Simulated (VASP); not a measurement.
# BaTiO3 (P1) in VASP: single point with PBE

Aim: the single point of BaTiO3 with PBE.

Everything below comes from runs of VASP 6.6.1. Logs are shortened: lines on timing, memory, paths and dates and some standing lists are left out, and cuts for length are marked.

### Step 1. The cell of the first run

The typed cell holds 5 atoms: a = 4.000 Å, b = 4.000 Å, c = 4.018 Å, α = 90.00°, β = 90.00°, γ = 90.00°.

### Step 2. Single point, PBE

File INCAR:

```
ALGO = Normal
EDIFF = 1E-6
ENCUT = 1340
GGA = PE
GGA_COMPAT = F
ISIF = 2
ISMEAR = -1
LASPH = T
LCHARG = F
LREAL = F
LWAVE = F
NBANDS = 28
NELM = 120
PREC = Accurate
SIGMA = 0.05
```

File KPOINTS:

```
k-points
0
Gamma
  5 5 5
```

File POSCAR:

```
BaTiO3
1.0
    3.9998000000      0.0000000000      0.0000000000
    0.0000000000      3.9998000000      0.0000000000
    0.0000000000      0.0000000000      4.0180000000
Ba Ti O
1 1 3
Direct
   -0.0099110000      0.0153840000     -0.0038750000
    0.4968850000      0.5003450000      0.4933810000
   -0.0036910000      0.5004510000      0.5125520000
    0.5134300000      0.0004610000      0.5216300000
    0.5064820000      0.4930380000      0.0246330000
```

Potentials or basis: VASP PAW PBE potentials, release 64 (Ba_sv, Ti_sv, O_h).

Launch:

```
$ cat potpaw_PBE.64/Ba_sv/POTCAR potpaw_PBE.64/Ti_sv/POTCAR potpaw_PBE.64/O_h/POTCAR > POTCAR
$ mpirun -np 1 vasp_std > vasp.out
```

OUTCAR:

```text
EDIFF = 1E-6
   ENCUT = 1340
   GGA = PE
   ISIF = 2
   ISMEAR = -1
   LASPH = T
   LREAL = F
   NELM = 120
   PREC = Accurate

 ion  position               nearest neighbor table
   1  0.990  0.015  0.996-   4 2.70   5 2.72   3 2.75   5 2.82   3 2.83   4 2.83   3 2.84   4 2.85
                             5 2.85   3 2.92   5 2.94   4 2.97   2 3.41   2 3.43   2 3.44   2 3.46
   2  0.497  0.500  0.493-   5 1.88   3 2.00   3 2.00   4 2.00   4 2.00   5 2.14   1 3.41   1 3.43
                             1 3.44   1 3.46   1 3.48   1 3.50   1 3.51   1 3.53
   3  0.996  0.500  0.513-   2 2.00   2 2.00   1 2.75   1 2.83   1 2.84   1 2.92
   4  0.513  0.000  0.522-   2 2.00   2 2.00   1 2.70   1 2.83   1 2.85   1 2.97
   5  0.506  0.493  0.025-   2 1.88   2 2.14   1 2.72   1 2.82   1 2.85   1 2.94

  LATTYP: Found a simple tetragonal cell.
 ALAT       =     3.9998000000
 C/A-ratio  =     1.0045502275

  Lattice vectors:

 A1 = (   3.9998000000,   0.0000000000,   0.0000000000)
 A2 = (   0.0000000000,   3.9998000000,   0.0000000000)
 A3 = (   0.0000000000,   0.0000000000,   4.0180000000)

Analysis of symmetry for initial positions (statically):
=====================================================================
 Subroutine PRICEL returns:
 Original cell was already a primitive cell.

 Routine SETGRP: Setting up the symmetry group for a
 simple tetragonal supercell.

 Subroutine GETGRP returns: Found  1 space group operations
 (whereof  1 operations were pure point group operations)
 out of a pool of 16 trial point group operations.

The static configuration has the point symmetry C_1 .

Analysis of symmetry for dynamics (positions and initial velocities):
=====================================================================
 Subroutine PRICEL returns:
 Original cell was already a primitive cell.

 Routine SETGRP: Setting up the symmetry group for a
 simple tetragonal supercell.

 Subroutine GETGRP returns: Found  1 space group operations
 (whereof  1 operations were pure point group operations)
 out of a pool of 16 trial point group operations.

The dynamic configuration has the point symmetry C_1 .

 Subroutine INISYM returns: Found  1 space group operations
 (whereof  1 operations are pure point group operations),
 and found     1 'primitive' translations

----------------------------------------------------------------------------------------

                                     Primitive cell

  volume of cell :      64.2816

  direct lattice vectors                    reciprocal lattice vectors
     3.999800000  0.000000000  0.000000000     0.250012501  0.000000000  0.000000000
     0.000000000  3.999800000  0.000000000     0.000000000  0.250012501  0.000000000
     0.000000000  0.000000000  4.018000000     0.000000000  0.000000000  0.248880040

  length of vectors
     3.999800000  3.999800000  4.018000000     0.250012501  0.250012501  0.248880040

  position of ions in fractional coordinates (direct lattice)
     0.990089000  0.015384000  0.996125000
     0.496885000  0.500345000  0.493381000
     0.996309000  0.500451000  0.512552000
     0.513430000  0.000461000  0.521630000
     0.506482000  0.493038000  0.024633000

  ion indices of the primitive-cell ions
   primitive index   ion index
                 1           1
                 2           2
                 3           3
                 4           4
                 5           5

----------------------------------------------------------------------------------------

 KPOINTS: k-points

Automatic generation of k-mesh.
 Grid dimensions read from file:
 generate k-points for:    5    5    5

 Generating k-lattice:

  Cartesian coordinates                     Fractional coordinates (reciprocal lattice)
     0.050002500  0.000000000  0.000000000     0.200000000  0.000000000  0.000000000
     0.000000000  0.050002500  0.000000000     0.000000000  0.200000000  0.000000000
     0.000000000  0.000000000  0.049776008     0.000000000  0.000000000  0.200000000

  Length of vectors
     0.050002500  0.050002500  0.049776008

  Shift w.r.t. Gamma in fractional coordinates (k-lattice)
     0.000000000  0.000000000  0.000000000

 Subroutine IBZKPT returns following result:
 ===========================================

 Found     63 irreducible k-points:

 Following reciprocal coordinates:
            Coordinates               Weight
  0.000000  0.000000  0.000000      1.000000
  0.200000  0.000000  0.000000      2.000000
  0.000000  0.200000  0.000000      2.000000
  0.400000  0.000000  0.000000      2.000000
  0.000000  0.400000  0.000000      2.000000
  0.200000  0.200000  0.000000      2.000000
[... 16 lines left out ...]
  0.200000  0.200000  0.200000      2.000000
 -0.200000  0.200000  0.200000      2.000000
 [... further k-points ...]
   k-points           NKPTS =     63   k-points in BZ     NKDIM =     63   number of bands    NBANDS=     28
   number of dos      NEDOS =    301   number of ions     NIONS =      5
   total plane-waves  NPLWV = 110592
   dimension x,y,z NGX =    48 NGY =   48 NGZ =   48
   dimension x,y,z NGXF=    96 NGYF=   96 NGZF=   96
   ions per type =               1   1   3
   NGX,Y,Z   is equivalent  to a cutoff of  19.95, 19.95, 19.86 a.u.
   NGXF,Y,Z  is equivalent  to a cutoff of  39.90, 39.90, 39.72 a.u.
 SYSTEM =  unknown system
   PREC   = accura    normal or accurate (medium, high low for compatibility)
   ISTART =      0    job   : 0-new  1-cont  2-samecut
   ICHARG =      2    charge: 1-file 2-atom 10-const
   ISPIN  =      1    spin polarized calculation?
   LNONCOLLINEAR =      F non collinear calculations
   LSORBIT =      F    spin-orbit coupling
   LASPH  =      T    aspherical Exc in radial PAW
   ENCUT  = 1340.0 eV  98.49 Ry    9.92 a.u.  11.94 11.94 11.99*2*pi/ulx,y,z
   NELM   =    120;   NELMIN=  2; NELMDL= -5     # of ELM steps
   EDIFF  = 0.1E-05   stopping-criterion for ELM
   LREAL  =      F    real-space projection
   EDIFFG = 0.1E-04   stopping-criterion for IOM
   NSW    =      0    number of steps for IOM
   IBRION =     -1    ionic relax: 0-MD 1-quasi-New 2-CG
   NFREE  =      0    steps in history (QN), initial steepest desc. (CG)
   ISIF   =      2    stress and relaxation
   ISYM   =      2    0-nonsym 1-usesym 2-fastsym
   POTIM  = 0.5000    time-step for ionic-motion
   TEBEG  =    0.0;   TEEND  =   0.0 temperature during run
   PSTRESS=    0.0 pullay stress
   NELECT =      40.0000    total number of electrons
   NUPDOWN=      -1.0000    fix difference up-down
   EMIN   =  10.00;   EMAX   =-10.00  energy-range for DOS
   EFERMI =   0.00;   METHOD = LEGACY
   ISMEAR =    -1;   SIGMA  =   0.05  broadening in eV -4-tet -1-fermi 0-gaus
   EFERMI_NEDOS =   21; number of points for ismear=-14 and -15
   IALGO  =     38    algorithm
   IMIX   =      4    mixing-type and parameters
     AMIX     =   0.40;   BMIX     =  1.00
     AMIX_MAG =   1.60;   BMIX_MAG =  1.00
  volume/ion in A,a.u.               =      12.86        86.76
  Fermi-wavevector in a.u.,A,eV,Ry     =   1.397653  2.641181 26.578078  1.953434
  Thomas-Fermi vector in A             =   2.520888
   LORBIT       =      0    0 simple, 1 ext, 2 COOP (PROOUT), +10 PAW based schemes
   GGA     = PE    functional components
   LHFCALC =     F    Hartree Fock is set to
   AEXX    =    0.0000 exact exchange contribution
   IVDW    =     0    specifies the selected vdW correction
   LEPSILON=     F    determine dielectric tensor
   LRPA    =     F    only Hartree local field effects (RPA)
 non-spin polarized calculation
  energy-cutoff  :     1340.00
  volume of cell :       64.28
 maximum number of plane-waves:      7175
   NGX = 23   NGY = 23   NGZ = 23

 number of electron      40.0000000 magnetization

 Free energy of the ion-electron system (eV)
  ---------------------------------------------------
  ext. energy  EPLUGINS =         0.00000000
  ---------------------------------------------------
  free energy    TOTEN  =       -39.96482816 eV

  energy without entropy =      -39.96482816  energy(sigma->0) =      -39.96482816

 E-fermi :   5.0796     XC(G=0): -11.2414

 val. band max:        4.0465127351   @ k =   0.4000  -0.4000   0.4000
 cond. band min:       5.9975252811   @ k =   0.0000   0.0000   0.0000
 fundamental gap:      1.9510125460
 Fermi energy:         5.0796489952

 k-point     1 :       0.0000    0.0000    0.0000
  band No.  band energies     occupation
      1     -52.3980      2.00000
      2     -28.6446      2.00000
      3     -28.6089      2.00000
      4     -28.6072      2.00000
      5     -20.6414      2.00000
      6     -12.7238      2.00000
[... 20 lines left out ...]
     27       9.3103      0.00000
     28      11.4845      0.00000

 k-point     2 :       0.2000    0.0000    0.0000
  band No.  band energies     occupation
      1     -52.3976      2.00000
      2     -28.6439      2.00000
      3     -28.6271      2.00000
      4     -28.6066      2.00000
      5     -20.6004      2.00000
      6     -12.7687      2.00000
[... 20 lines left out ...]
     27      10.0097      0.00000
     28      12.3904      0.00000

 k-point     3 :       0.0000    0.2000    0.0000
  band No.  band energies     occupation
      1     -52.3976      2.00000
      2     -28.6439      2.00000
      3     -28.6254      2.00000
      4     -28.6082      2.00000
      5     -20.6007      2.00000
      6     -12.7686      2.00000
[... 20 lines left out ...]
     27      10.0050      0.00000
     28      12.3906      0.00000

 k-point     4 :       0.4000    0.0000    0.0000
  band No.  band energies     occupation
      1     -52.3970      2.00000
      2     -28.6566      2.00000
      3     -28.6426      2.00000
      4     -28.6054      2.00000
      5     -20.5322      2.00000
      6     -12.9318      2.00000
[... 578 lines left out ...]
     27      12.1911      0.00000
     28      12.9970      0.00000

 k-point    23 :       0.2000    0.2000    0.2000
  band No.  band energies     occupation
      1     -52.3969      2.00000
      2     -28.6604      2.00000
      3     -28.6257      2.00000
      4     -28.6235      2.00000
      5     -20.5331      2.00000
      6     -12.6336      2.00000
[... 20 lines left out ...]
     27      11.0645      0.00000
     28      12.3229      0.00000

 k-point    24 :      -0.2000    0.2000    0.2000
  band No.  band energies     occupation
      1     -52.3969      2.00000
      2     -28.6604      2.00000
      3     -28.6256      2.00000
      4     -28.6235      2.00000
      5     -20.5331      2.00000
      6     -12.6319      2.00000
[... 20 lines left out ...]
     27      11.0202      0.00000
     28      12.3283      0.00000

 [... further k-points ...]

------------------------ aborting loop because EDIFF is reached ----------------------------------------

  FORCE on cell =-STRESS in cart. coord.  units (eV):
  Direction    XX          YY          ZZ          XY          YZ          ZX
  --------------------------------------------------------------------------------------
  -------------------------------------------------------------------------------------
  Total        1.7620480      1.5939434      2.1579994     -0.0901945     -0.0774683      0.1927978
  in kB       43.9179269     39.7280275     53.7867632     -2.2480398     -1.9308473      4.8053632
  external PRESSURE =      45.8109059 kB  Pullay stress =       0.0000000 kB

 VOLUME and BASIS-vectors are now :
 -----------------------------------------------------------------------------
  energy-cutoff  :     1340.00
  volume of cell :       64.28
      direct lattice vectors                 reciprocal lattice vectors
     3.999800000  0.000000000  0.000000000     0.250012501  0.000000000  0.000000000
     0.000000000  3.999800000  0.000000000     0.000000000  0.250012501  0.000000000
     0.000000000  0.000000000  4.018000000     0.000000000  0.000000000  0.248880040

 POSITION                                       TOTAL-FORCE (eV/Angst)
 -----------------------------------------------------------------------------------
      3.96016      0.06153      4.00243         0.303962     -0.437743      0.268418
      1.98744      2.00128      1.98240        -0.024634      0.182083     -0.287567
      3.98504      2.00170      2.05943         0.457768      0.078304      0.071534
      2.05362      0.00184      2.09591        -0.440813     -0.057145     -0.127710
      2.02583      1.97205      0.09898        -0.296284      0.234501      0.075325
 -----------------------------------------------------------------------------------
    total drift:                               -0.000194      0.000104     -0.000164

  FREE ENERGIE OF THE ION-ELECTRON SYSTEM (eV)
  ---------------------------------------------------
  free  energy   TOTEN  =       -39.9648281594 eV

  energy  without entropy=      -39.9648281588  energy(sigma->0) =      -39.96482816
```

Run time: 6 min. Hardware: 1 thread of Intel Xeon Platinum 8488C (Sapphire Rapids), shared host; peak memory 0.64 GiB.

What came out:

```
Free energy            : -39.9648 eV
Pressure               : 4.6 GPa
Largest force          : 0.597 eV/Å
Band gap on the k mesh : 1.95 eV (least direct gap 2.07 eV)
```

Forces in eV/Å, atoms in the order of the input:
```
Ba   0.304 -0.438  0.268
Ti  -0.025  0.182 -0.288
O    0.458  0.078  0.072
O   -0.441 -0.057 -0.128
O   -0.296  0.235  0.075
```

Stress tensor (GPa, compression positive):
```
 4.39 -0.22  0.48
-0.22  3.97 -0.19
 0.48 -0.19  5.38
```

Caveat: the cell stands under pressure; spin-orbit coupling is left out, which moves the levels of the heavy elements. A k mesh can miss the band edges.
